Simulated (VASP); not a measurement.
# Ni in VASP: single point with PBEsol

Aim: the single point of Ni with PBEsol.

All numbers are computed with VASP 6.6.1; they aren't measurements. Logs are shortened: lines on timing, memory, paths and dates and some standing lists are left out, and cuts for length are marked.

### 1 The cell of the first run

The typed cell holds 1 atom: a = 2.520 Å, b = 2.520 Å, c = 2.444 Å, α = 90.00°, β = 58.99°, γ = 120.00°.

### 2 Single point, PBEsol, collinear spin, ferromagnetic start

File INCAR:

```
SYSTEM = Ni
PREC     = Accurate       ! precision mode
ENCUT    = 520            ! plane-wave cutoff, eV
EDIFF    = 1E-7           ! SCF threshold, eV
ISMEAR   = 0              ! smearing method
SIGMA    = 0.1            ! smearing width, eV
LREAL    = .FALSE.        ! projectors in reciprocal space
LASPH    = .TRUE.         ! aspherical terms in the spheres
NELM     = 150            ! most SCF steps
ALGO     = Fast           ! electronic algorithm
ISIF     = 2              ! what is computed and relaxed
LWAVE    = .FALSE.        ! write WAVECAR
LCHARG   = .FALSE.        ! write CHGCAR
ISPIN    = 2              ! spin polarisation
MAGMOM   = 0.74           ! initial moments
LORBIT   = 11             ! projections on sites
LMAXMIX  = 4              ! l up to which the mixer works
GGA      = PS             ! functional
NBANDS   = 15             ! bands
```

File KPOINTS:

```
Automatic mesh
0
G
  15 15 18
  0 0 0
```

File POSCAR:

```
Ni
1.0
    2.5196844683     -0.0000000285     -0.0004989370
   -1.2598422588      2.1821108018      0.0000000000
    1.2594596281      0.7271493553      1.9645266522
Ni
1
Direct
    0.0000000000      0.0000000000      0.0000000000
```

Potentials or basis: VASP PAW PBE potentials, release 64 (Ni).

The run is started by

```console
$ cat potpaw_PBE.64/Ni/POTCAR > POTCAR
$ mpirun -np 1 vasp_std > vasp.out
```

OUTCAR:

```text
SYSTEM = Ni
   PREC = Accurate
   ENCUT = 520
   EDIFF = 1E-7
   ISMEAR = 0
   LREAL = .FALSE.
   LASPH = .TRUE.
   NELM = 150
   ISIF = 2
   ISPIN = 2
   LORBIT = 11
   GGA = PS

 ion  position               nearest neighbor table
   1  0.000  0.000  0.000-

  LATTYP: Found a base centered monoclinic cell.
 ALAT       =     4.1909597580
 B/A-ratio  =     0.6012189721
 C/A-ratio  =     0.5832192223
 COS(beta)  =    -0.5470438212

  Lattice vectors:

 A1 = (   1.2602248402,  -0.7271493838,  -1.9650255892)
 A2 = (   0.0003825814,   1.4549614180,  -1.9650255892)
 A3 = (   1.2594596281,   0.7271493553,   1.9645266522)

Analysis of symmetry for initial positions (statically):
=====================================================================
 Subroutine PRICEL returns:
 Original cell was already a primitive cell.

 Routine SETGRP: Setting up the symmetry group for a
 base centered monoclinic supercell.

 Subroutine GETGRP returns: Found  4 space group operations
 (whereof  4 operations were pure point group operations)
 out of a pool of  4 trial point group operations.

The static configuration has the point symmetry C_2h.

Analysis of symmetry for dynamics (positions and initial velocities):
=====================================================================
 Subroutine PRICEL returns:
 Original cell was already a primitive cell.

 Routine SETGRP: Setting up the symmetry group for a
 base centered monoclinic supercell.

 Subroutine GETGRP returns: Found  4 space group operations
 (whereof  4 operations were pure point group operations)
 out of a pool of  4 trial point group operations.

The dynamic configuration has the point symmetry C_2h.

Analysis of structural, dynamic, and magnetic symmetry:
=====================================================================
 Subroutine PRICEL returns:
 Original cell was already a primitive cell.

 Routine SETGRP: Setting up the symmetry group for a
 base centered monoclinic supercell.

 Subroutine GETGRP returns: Found  4 space group operations
 (whereof  4 operations were pure point group operations)
 out of a pool of  4 trial point group operations.

The overall configuration has the point symmetry C_2h.

 Subroutine INISYM returns: Found  4 space group operations
 (whereof  4 operations are pure point group operations),
 and found     1 'primitive' translations

----------------------------------------------------------------------------------------

                                     Primitive cell

  volume of cell :      10.8032

  direct lattice vectors                    reciprocal lattice vectors
     2.519684468 -0.000000029 -0.000498937     0.396807927  0.229097164 -0.339191845
[... 128 lines left out ...]
  ---------------------------------------------------
  free energy    TOTEN  =        -6.11705424 eV

  energy without entropy =       -6.10817957  energy(sigma->0) =       -6.11261691

 E-fermi :   9.2830     XC(G=0): -13.4756

 val. band max:        9.2819321751   @ k =  -0.4000   0.2000   0.1667
 cond. band min:       9.2835622120   @ k =  -0.0667   0.2000   0.3889
 fundamental gap:      0.0016300368
 Fermi energy:         9.2829980597

 spin component 1

 k-point     1 :       0.0000    0.0000    0.0000
  band No.  band energies     occupation
      1       0.1803      1.00000
      2       6.7207      1.00000
      3       6.7208      1.00000
      4       7.0421      1.00000
      5       8.0462      1.00000
      6       8.0476      1.00000
      7      32.8684      0.00000
      8      36.1943      0.00000
      9      36.2031      0.00000
     10      38.6895      0.00000
     11      39.2303      0.00000
     12      39.2410      0.00000
     13      40.8551      0.00000
     14      43.3215      0.00000
[... 403 lines left out ...]
      4       7.1270      1.00000
      5       7.9655      1.00000
      6       8.0789      1.00000
      7      31.0636      0.00000
      8      32.5277      0.00000
      9      35.5611      0.00000
     10      38.9164      0.00000
     11      39.5499      0.00000
     12      41.5998      0.00000
     13      42.8044      0.00000
     14      45.3692      0.00000
     15      45.3959      0.00000

 [... further k-points ...]

 spin component 2

 k-point     1 :       0.0000    0.0000    0.0000
  band No.  band energies     occupation
      1       0.1701      1.00000
      2       7.4433      1.00000
      3       7.4434      1.00000
      4       7.7729      1.00000
      5       8.6542      1.00000
      6       8.6566      1.00000
      7      32.7627      0.00000
      8      36.2007      0.00000
      9      36.2082      0.00000
     10      38.6771      0.00000
     11      39.3580      0.00000
     12      39.3687      0.00000
     13      40.9399      0.00000
     14      43.2522      0.00000
[... 403 lines left out ...]
      4       7.8603      1.00000
      5       8.5691      1.00000
      6       8.6908      1.00000
      7      31.0828      0.00000
      8      32.5757      0.00000
      9      35.5509      0.00000
     10      38.9019      0.00000
     11      39.6085      0.00000
     12      41.6589      0.00000
     13      42.8172      0.00000
     14      45.4215      0.00000
     15      45.5363      0.00000

 [... further k-points ...]

------------------------ aborting loop because EDIFF is reached ----------------------------------------

  FORCE on cell =-STRESS in cart. coord.  units (eV):
  Direction    XX          YY          ZZ          XY          YZ          ZX
  --------------------------------------------------------------------------------------
  -------------------------------------------------------------------------------------
  Total       -0.7864145     -0.7878063     -0.0193509      0.0012053      0.0021439      0.0037133
  in kB     -116.6293170   -116.8357209     -2.8698424      0.1787510      0.3179497      0.5507037
  external PRESSURE =     -78.7782934 kB  Pullay stress =       0.0000000 kB

 VOLUME and BASIS-vectors are now :
 -----------------------------------------------------------------------------
  energy-cutoff  :      520.00
  volume of cell :       10.80
      direct lattice vectors                 reciprocal lattice vectors
     2.519684468 -0.000000029 -0.000498937     0.396807927  0.229097164 -0.339191845
    -1.259842259  2.182110802  0.000000000    -0.000033577  0.458252485 -0.169595922
     1.259459628  0.727149355  1.964526652     0.000100779  0.000058185  0.508942326

 POSITION                                       TOTAL-FORCE (eV/Angst)
 -----------------------------------------------------------------------------------
      0.00000      0.00000      0.00000        -0.000000      0.000000      0.000000
 -----------------------------------------------------------------------------------
    total drift:                               -0.000000      0.000000     -0.000000

  FREE ENERGIE OF THE ION-ELECTRON SYSTEM (eV)
  ---------------------------------------------------
  free  energy   TOTEN  =        -6.1170542421 eV

  energy  without entropy=       -6.1081795729  energy(sigma->0) =       -6.11261691

 total charge

# of ion       s       p       d       tot
------------------------------------------
    1        0.504   0.509   8.315   9.329

 magnetization (x)

# of ion       s       p       d       tot
------------------------------------------
    1       -0.006  -0.023   0.665   0.636
```

OSZICAR:

```text
N       E                     dE             d eps       ncg     rms          rms(c)
DAV:   1     0.323220021529E+02    0.32322E+02   -0.42131E+03 69316   0.855E+02
DAV:   2    -0.589711631419E+01   -0.38219E+02   -0.35515E+02 74324   0.162E+02
DAV:   3    -0.732245826865E+01   -0.14253E+01   -0.14091E+01 79729   0.308E+01
DAV:   4    -0.733098005242E+01   -0.85218E-02   -0.85202E-02 79465   0.226E+00
DAV:   5    -0.733108287934E+01   -0.10283E-03   -0.10283E-03 81074   0.223E-01    0.107E+01
RMM:   6    -0.650793985998E+01    0.82314E+00   -0.19192E+00 88401   0.146E+01    0.661E+00
RMM:   7    -0.614205697477E+01    0.36588E+00   -0.22271E-01 87515   0.485E+00    0.207E+00
RMM:   8    -0.612024006752E+01    0.21817E-01   -0.41826E-03103135   0.397E-01    0.932E-01
RMM:   9    -0.611777896523E+01    0.24611E-02   -0.56418E-04104511   0.175E-01    0.249E-01
RMM:  10    -0.611709008586E+01    0.68888E-03   -0.19053E-04 96284   0.148E-01    0.422E-02
RMM:  11    -0.611705224978E+01    0.37836E-04   -0.46595E-05100664   0.563E-02    0.335E-02
RMM:  12    -0.611705381733E+01   -0.15676E-05   -0.11038E-05107485   0.201E-02    0.119E-02
RMM:  13    -0.611705422827E+01   -0.41093E-06   -0.14059E-06100069   0.812E-03    0.381E-03
RMM:  14    -0.611705424207E+01   -0.13801E-07   -0.24309E-07 85760   0.297E-03
   1 F= -.61170542E+01 E0= -.61126169E+01  d E =-.887467E-02  mag=     0.6276
```

stdout:

```text
POSCAR found type information on POSCAR Ni
 POSCAR found :  1 types and       1 ions
 scaLAPACK will be used
 -----------------------------------------------------------------------------
|                                                                             |
|                                                                             |
[... 43 lines left out ...]
WARNING in EDDRMM: call to ZHEGV failed, returncode =   8  4     12
WARNING in EDDRMM: call to ZHEGV failed, returncode =   6  3     12
WARNING in EDDRMM: call to ZHEGV failed, returncode =   8  4     12
WARNING in EDDRMM: call to ZHEGV failed, returncode =   8  4     11
WARNING in EDDRMM: call to ZHEGV failed, returncode =   8  4     11
WARNING in EDDRMM: call to ZHEGV failed, returncode =   8  4     12
```

Wall time 5.1 min (1 thread of Intel Xeon Platinum 8375C at 2.90GHz (Ice Lake), shared host); peak memory 0.35 GiB.

What came out:

```yaml
Free_energy: -6.1171 eV
Pressure: -7.9 GPa
Net_moment: 0.63 μB per cell
Site_moments: Ni +0.64 μB
Valence_electrons_inside_the_program's_atomic_spheres: Ni 9.33
```

Stress tensor (GPa, compression positive):
```
-11.66   0.02   0.06
  0.02 -11.68   0.03
  0.06   0.03  -0.29
```

Levels at points of the mesh, in eV from the Fermi level:
Spin up:
```csv
k point,band 3,band 4,band 5,band 6,band 7,band 8
"(0.00, 0.00, 0.00)",-2.56,-2.24,-1.24,-1.24,23.59,26.91
"(0.00, 0.00, 0.50)",-2.46,-0.55,-0.55,0.14,6.38,21.58
```
Spin down:
```csv
k point,band 2,band 3,band 4,band 5,band 6,band 7,band 8,band 9
"(0.00, 0.00, 0.00)",-1.84,-1.84,-1.51,-0.63,-0.63,23.48,26.92,26.93
"(0.00, 0.00, 0.50)",-1.86,-1.86,0.11,0.22,0.22,6.78,21.47,23.82
```

Caveat: the cell stands under tension; the PAW data sets were made with another functional, which shifts forces and pressure a little.
